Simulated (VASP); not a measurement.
**FeO: relaxation of cell and atoms with PBEsol**

FeO:

```
CELL_PARAMETERS angstrom
0.00000 2.12307 2.12307
2.12307 0.00000 2.12307
2.12307 2.12307 0.00000
ATOMIC_POSITIONS crystal
Fe 0.00000 0.00000 0.00000
O 0.50000 0.50000 0.50000
```

```
Program                : VASP 6.6.1
Task                   : relaxation of cell and atoms
Functional             : PBEsol
Potentials or basis    : VASP PAW PBE potentials, release 64 (Fe, O)
Cutoff                 : 600 eV
k mesh                 : 18 × 18 × 18
Occupations            : gaussian, width 0.1 eV
Spin                   : collinear spin, ferromagnetic start
Starting moments       : [3.76, 0.37] μB
Dipole correction      : no
Further INCAR settings : ALGO = Normal; EDIFF = 1e-06; IBRION = 2; EDIFFG = -0.005; NSW = 100; ISIF = 3
```

```
Relaxed volume                                        : 9.58 Å³/atom
Relaxed cell                                          : a = 3.004 Å, b = 3.004 Å, c = 3.004 Å, α = 60.00°, β = 60.00°, γ = 60.00°
Space group after relaxing (to 0.1 Å)                 : Fm-3m (No. 225)
Energy gained by relaxing                             : 0.0 meV/atom
Ionic steps                                           : 3
Pressure after relaxing                               : 0.1 GPa
Band gap on the k mesh                                : zero (filled and empty bands overlap)
Net moment                                            : 4.00 μB per cell
Site moments                                          : Fe +3.60; O +0.31 μB
Valence electrons inside the program's atomic spheres : Fe 6.82; O 4.99
```

Final structure:
```
Fe O
1.0
     0.00000    2.12383    2.12383
     2.12383    0.00000    2.12383
     2.12383    2.12383    0.00000
Fe O
1 1
Cartesian
  0.0000 0.0000 0.0000
  2.1238 2.1238 2.1238
```

Levels at points of the mesh, in eV from the Fermi level:
Spin up:
```tsv
k point	band 7	band 8	band 9	band 10	band 11	band 12
(0.00, 0.00, 0.00)	-3.93	-3.67	-3.67	0.25	15.39	17.25
(0.50, 0.00, 0.00)	-2.44	-0.17	-0.17	4.05	8.82	12.71
(0.50, 0.50, 0.00)	-2.72	-2.72	-2.65	5.50	8.91	10.85
```
Spin down:
```tsv
k point	band 2	band 3	band 4	band 5	band 6	band 7	band 8	band 9
(0.00, 0.00, 0.00)	-3.38	-3.38	-3.38	-0.80	-0.80	-0.80	0.10	0.10
(0.50, 0.00, 0.00)	-8.41	-5.43	-5.43	0.43	0.43	0.66	2.92	2.92
(0.50, 0.50, 0.00)	-7.22	-4.62	-4.62	-2.32	0.69	0.81	0.81	1.20
```

Wall time 99 s on 1 thread of AMD EPYC 9R45 96-Core Processor (Zen 5) (shared host), peak memory 0.19 GiB.

Caveat: the PAW data sets were made with another functional, which shifts forces and pressure a little; a cell with one magnetic atom can't hold antiferromagnetic order, which such compounds often take; semilocal functionals often make such compounds metallic where correlation or magnetic order opens a gap, which also shifts bond lengths. With open d or f shells a metallic result of PBEsol can be an artefact of self-interaction; +U or a hybrid may open a gap.
